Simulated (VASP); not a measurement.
# Sb (R-3m) in VASP: relaxation of cell and atoms with LDA

Aim: the relaxation of cell and atoms of Sb with LDA.

All numbers are computed with VASP 6.6.1; they aren't measurements. Logs are shortened: lines on timing, memory, paths and dates and some standing lists are left out, and cuts for length are marked.

### 1 The cell of the first run

Symmetry: R-3m, No. 166, trigonal system. The conventional cell has a = 4.301 Å, b = 4.301 Å, c = 11.232 Å, α = 90.00°, β = 90.00°, γ = 120.00°. Sb (site symmetry 3m) has 6 Sb at 2.90 to 3.34 Å within 3.8 Å.

### 2 Relaxation of cell and atoms, LDA

Contents of INCAR:

```
PREC = Accurate ; ENCUT = 600
EDIFF = 1E-6 ; ISMEAR = 0
SIGMA = 0.1 ; LREAL = False
LASPH = True ; NELM = 60
ALGO = Normal ; ISIF = 3
LWAVE = False ; LCHARG = False
IBRION = 2 ; NSW = 100
EDIFFG = -0.002
```

Contents of KPOINTS:

```
Automatic mesh
0
Gamma
  12 12 12
```

Contents of POSCAR:

```
Sb
1.0
    2.1506000000      1.2416494900      3.7440000000
   -2.1506000000      1.2416494900      3.7440000000
    0.0000000000     -2.4832989800      3.7440000000
Sb
2
Direct
    0.2336400000      0.2336400000      0.2336400000
    0.7663600000      0.7663600000      0.7663600000
```

Potentials or basis: VASP PAW LDA potentials, release 64 (Sb).

Command:

```console
> cat potpaw_LDA.64/Sb/POTCAR > POTCAR
> mpirun -np 1 vasp_std > vasp.out
```

OUTCAR:

```text
PREC = Accurate
   ENCUT = 600
   EDIFF = 1E-6
   ISMEAR = 0
   LREAL = False
   LASPH = True
   NELM = 60
   ISIF = 3
   IBRION = 2
   NSW = 100
   EDIFFG = -0.002

 ion  position               nearest neighbor table
   1  0.234  0.234  0.234-   2 2.90   2 2.90   2 2.90   2 3.34   2 3.34   2 3.34
   2  0.766  0.766  0.766-   1 2.90   1 2.90   1 2.90   1 3.34   1 3.34   1 3.34

  LATTYP: Found a trigonal (rhomboedric) cell.
 ALAT       =     4.4926951617
 COS(alpha) =     0.5417152821

  Lattice vectors:

 A1 = (   2.1506000000,   1.2416494900,   3.7440000000)
 A2 = (  -2.1506000000,   1.2416494900,   3.7440000000)
 A3 = (   0.0000000000,  -2.4832989800,   3.7440000000)

Analysis of symmetry for initial positions (statically):
=====================================================================
 Subroutine PRICEL returns:
 Original cell was already a primitive cell.

 Routine SETGRP: Setting up the symmetry group for a
 trigonal (rhombohedral) supercell.

 Subroutine GETGRP returns: Found 12 space group operations
 (whereof 12 operations were pure point group operations)
 out of a pool of 12 trial point group operations.

The static configuration has the point symmetry D_3d.

Analysis of symmetry for dynamics (positions and initial velocities):
=====================================================================
 Subroutine PRICEL returns:
 Original cell was already a primitive cell.

 Routine SETGRP: Setting up the symmetry group for a
 trigonal (rhombohedral) supercell.

 Subroutine GETGRP returns: Found 12 space group operations
 (whereof 12 operations were pure point group operations)
 out of a pool of 12 trial point group operations.

The dynamic configuration has the point symmetry D_3d.

 Subroutine INISYM returns: Found 12 space group operations
 (whereof 12 operations are pure point group operations),
 and found     1 'primitive' translations

----------------------------------------------------------------------------------------

                                     Primitive cell

  volume of cell :      59.9854

  direct lattice vectors                    reciprocal lattice vectors
     2.150600000  1.241649490  3.744000000     0.232493258  0.134230045  0.089031339
    -2.150600000  1.241649490  3.744000000    -0.232493258  0.134230045  0.089031339
     0.000000000 -2.483298980  3.744000000     0.000000000 -0.268460090  0.089031339

  length of vectors
     4.492695162  4.492695162  4.492695163     0.282838115  0.282838115  0.282838115

[... 112 lines left out ...]
 non-spin polarized calculation
 Gauss-broadening in eV      SIGMA  =   0.10
  energy-cutoff  :      600.00
  volume of cell :       59.99
 maximum number of plane-waves:      2034
   NGX = 17   NGY = 17   NGZ = 17

--------------------------------------- Ionic step        1  -------------------------------------------

 number of electron      10.0000000 magnetization

 Free energy of the ion-electron system (eV)
  ---------------------------------------------------
  ext. energy  EPLUGINS =         0.00000000
  ---------------------------------------------------
  free energy    TOTEN  =        -9.62048728 eV

  energy without entropy =       -9.61996884  energy(sigma->0) =       -9.62022806

------------------------ aborting loop because EDIFF is reached ----------------------------------------

  FORCE on cell =-STRESS in cart. coord.  units (eV):
  Direction    XX          YY          ZZ          XY          YZ          ZX
  --------------------------------------------------------------------------------------
  -------------------------------------------------------------------------------------
  Total       -0.1461624     -0.1461624     -0.3334270     -0.0000000      0.0000000      0.0000000
  in kB       -3.9039166     -3.9039166     -8.9056495     -0.0000000      0.0000000      0.0000000
  external PRESSURE =      -5.5711609 kB  Pullay stress =       0.0000000 kB
[... 89 lines left out ...]
  FREE ENERGIE OF THE ION-ELECTRON SYSTEM (eV)
  ---------------------------------------------------
  free  energy   TOTEN  =        -9.6248360535 eV

  energy  without entropy=       -9.6242913770  energy(sigma->0) =       -9.62456372

[... ionic steps 4 to 9 ...]

--------------------------------------- Ionic step       10  -------------------------------------------

 number of electron      10.0000000 magnetization

------------------------ aborting loop because EDIFF is reached ----------------------------------------
[... 67 lines left out ...]
--------------------------------------- Ionic step       12  -------------------------------------------

 number of electron      10.0000000 magnetization

 Free energy of the ion-electron system (eV)
  ---------------------------------------------------
  ext. energy  EPLUGINS =         0.00000000
  ---------------------------------------------------
  free energy    TOTEN  =        -9.62943739 eV

  energy without entropy =       -9.62869463  energy(sigma->0) =       -9.62906601

 E-fermi :   7.4502     XC(G=0):  -9.8650

 val. band max:        7.4341131574   @ k =  -0.4167   0.5000   0.4167
 cond. band min:       7.5932142190   @ k =   0.4167   0.3333   0.3333
 fundamental gap:      0.1591010616
 Fermi energy:         7.4501937535

 k-point     1 :       0.0000    0.0000    0.0000
  band No.  band energies     occupation
      1      -5.3842      2.00000
      2       2.8289      2.00000
      3       5.5306      2.00000
      4       5.6549      2.00000
      5       5.6549      2.00000
      6       9.8917      0.00000
      7      10.3593      0.00000
      8      10.3593      0.00000
      9      12.4232      0.00000
[... 265 lines left out ...]
 k-point    24 :      -0.4167    0.1667   -0.0000
  band No.  band energies     occupation
      1      -2.7778      2.00000
      2      -2.0987      2.00000
      3       3.7645      2.00000
      4       5.3528      2.00000
      5       5.7954      2.00000
      6       8.4475      0.00000
      7       8.8936      0.00000
      8      10.6819      0.00000
      9      14.1281      0.00000

 [... further k-points ...]

------------------------ aborting loop because EDIFF is reached ----------------------------------------

  FORCE on cell =-STRESS in cart. coord.  units (eV):
  Direction    XX          YY          ZZ          XY          YZ          ZX
  --------------------------------------------------------------------------------------
  -------------------------------------------------------------------------------------
  Total       -0.0006855     -0.0006855     -0.0012668     -0.0000000      0.0000000      0.0000000
  in kB       -0.0187871     -0.0187871     -0.0347182     -0.0000000      0.0000000      0.0000000
  external PRESSURE =      -0.0240975 kB  Pullay stress =       0.0000000 kB
[... 17 lines left out ...]
  FREE ENERGIE OF THE ION-ELECTRON SYSTEM (eV)
  ---------------------------------------------------
  free  energy   TOTEN  =        -9.6294373942 eV

  energy  without entropy=       -9.6286946281  energy(sigma->0) =       -9.62906601

 reached required accuracy - stopping structural energy minimisation
```

OSZICAR:

```text
N       E                     dE             d eps       ncg     rms          rms(c)
DAV:   1     0.442159680116E+02    0.44216E+02   -0.40287E+03  3402   0.989E+02
DAV:   2    -0.760525021688E+01   -0.51821E+02   -0.50805E+02  4813   0.133E+02
DAV:   3    -0.962769500039E+01   -0.20224E+01   -0.19794E+01  4094   0.322E+01
DAV:   4    -0.964735155094E+01   -0.19657E-01   -0.19649E-01  4250   0.359E+00
[... 65 lines left out ...]
DAV:   1    -0.962943871473E+01   -0.25441E-05   -0.41434E-05  3706   0.385E-02    0.527E-03
DAV:   2    -0.962943795543E+01    0.75929E-06   -0.11471E-06  2377   0.813E-03
  11 F= -.96294380E+01 E0= -.96290667E+01  d E =-.770108E-05
       N       E                     dE             d eps       ncg     rms          rms(c)
DAV:   1    -0.962943763733E+01    0.10774E-05   -0.86672E-06  3816   0.186E-02    0.243E-03
DAV:   2    -0.962943739420E+01    0.24313E-06   -0.33914E-07  1721   0.442E-03
  12 F= -.96294374E+01 E0= -.96290660E+01  d E =-.713985E-05
```

CONTCAR:

```text
Sb
   1.00000000000000
     2.1508668150726189    1.2418035357541113    3.6480335009938338
    -2.1508668150726189    1.2418035357541113    3.6480335009938338
     0.0000000000000000   -2.4836070715082226    3.6480335009938338
  Sb
     2
Direct
     0.2365062431122185    0.2365062431122185    0.2365062431122185
     0.7634937568877814    0.7634937568877814    0.7634937568877814

  0.00000000E+00  0.00000000E+00  0.00000000E+00
  0.00000000E+00  0.00000000E+00  0.00000000E+00
```

Wall time 2.9 min (1 thread of Intel Xeon Platinum 8559C (Emerald Rapids), shared host); peak memory 0.26 GiB.

What came out:

| Property | Result |
| --- | --- |
| Free energy | -9.6294 eV |
| Relaxed volume | 29.23 Å³/atom |
| Relaxed cell | a = 4.413 Å, b = 4.413 Å, c = 4.413 Å, α = 58.34°, β = 58.34°, γ = 58.34° |
| Space group after relaxing (to 0.1 Å) | R-3m (No. 166) |
| Energy gained by relaxing | 4.5 meV/atom |
| Ionic steps | 12 |
| Pressure after relaxing | 0.0 GPa |
| Band gap on the k mesh | zero (bands 5 and 6 overlap by 0.26 eV) |

Step by step:
```tsv
step	energy change (eV)	largest force (eV/Å)	pressure (GPa)	volume (Å³)
1	0.0000	0.1395	-0.56	59.99
2	-0.0038	0.1560	0.13	59.08
3	-0.0043	0.1648	0.52	58.61
4	-0.0068	0.1028	0.37	58.54
5	-0.0088	0.0046	0.09	58.40
6	-0.0088	0.0141	0.06	58.39
7	-0.0088	0.0173	0.04	58.38
8	-0.0089	0.0124	0.01	58.42
9	-0.0089	0.0049	-0.05	58.49
10	-0.0089	0.0034	0.02	58.44
11	-0.0090	0.0008	0.02	58.45
12	-0.0090	0.0005	0.00	58.46
```

Final structure:
```
CELL_PARAMETERS angstrom
2.15087 1.24180 3.64803
-2.15087 1.24180 3.64803
0.00000 -2.48361 3.64803
ATOMIC_POSITIONS crystal
Sb 0.23651 0.23651 0.23651
Sb 0.76349 0.76349 0.76349
```

Caveat: spin-orbit coupling is left out, which moves the levels of the heavy elements. Zero-point motion and thermal expansion aren't in these numbers.
